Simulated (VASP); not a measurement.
Ca2Ge3N:

```
Ca Ge N
1.0
     4.04374    0.00000    0.00000
    -2.02187    3.50198    0.00000
     0.00000    0.00000    8.76329
Ca Ge N
2 3 1
Direct
  0.33333 0.66667 0.50000
  0.66667 0.33333 0.50000
  0.00000 0.00000 0.30523
  0.00000 0.00000 0.69477
  0.00000 0.00000 0.50000
  0.00000 0.00000 0.00000
```

The cell was generated, and may not be a known phase.

```yaml
Program: VASP 6.6.1
Task: relaxation of cell and atoms
Functional: PBE
Potentials_or_basis: VASP PAW PBE potentials, release 64 (Ca_sv, Ge_d, N_h)
Cutoff: 1330 eV
k_mesh: 6 × 6 × 2
Occupations: gaussian, width 0.1 eV
Spin: no spin polarisation
```

At the start: pressure 76.6 GPa; volume 20.68 Å³/atom.

Task: How do energy, volume and symmetry change on relaxing?

Result: Over 15 steps the energy falls by 4251.6 meV/atom and the volume is 45.60 Å³/atom (+120.5 %); space group P6/mmm (No. 191, to 0.1 Å) before and after.

Step by step:
```csv
step,energy change (eV),largest force (eV/Å),pressure (GPa),volume (Å³)
1,0.0000,30.5642,76.63,124.10
2,-22.8654,4.3746,-3.78,390.58
3,-22.8071,4.4069,-3.74,380.13
4,-22.7489,4.4216,-3.68,370.88
5,-21.8898,4.1640,-1.68,271.03
6,-25.4682,0.8041,1.11,260.49
7,-25.4865,0.0493,0.58,261.27
8,-25.4861,0.2244,0.75,261.01
9,-25.5060,0.0251,0.18,267.87
10,-25.5074,0.1111,0.00,270.33
11,-25.5074,0.1044,0.01,270.14
12,-25.5078,0.0234,0.07,270.77
13,-25.5078,0.0036,0.05,270.64
14,-25.5084,0.0094,0.04,271.37
15,-25.5096,0.0236,-0.04,273.58
```

Final structure:
```
Ca Ge N
1.0
     5.28169    0.00000    0.00000
    -2.64085    4.57408    0.00000
     0.00000    0.00000   11.32404
Ca Ge N
2 3 1
Direct
  0.33333 0.66667 0.50000
  0.66667 0.33333 0.50000
  0.00000 0.00000 0.15503
  0.00000 0.00000 0.84497
  0.00000 0.00000 0.50000
  0.00000 0.00000 0.00000
```

Caveat: the volume moved by over 15 % at a fixed basis, so the end points are rough; an odd number of electrons without spin polarisation forces a metal; a magnetic or distorted state may lie lower.
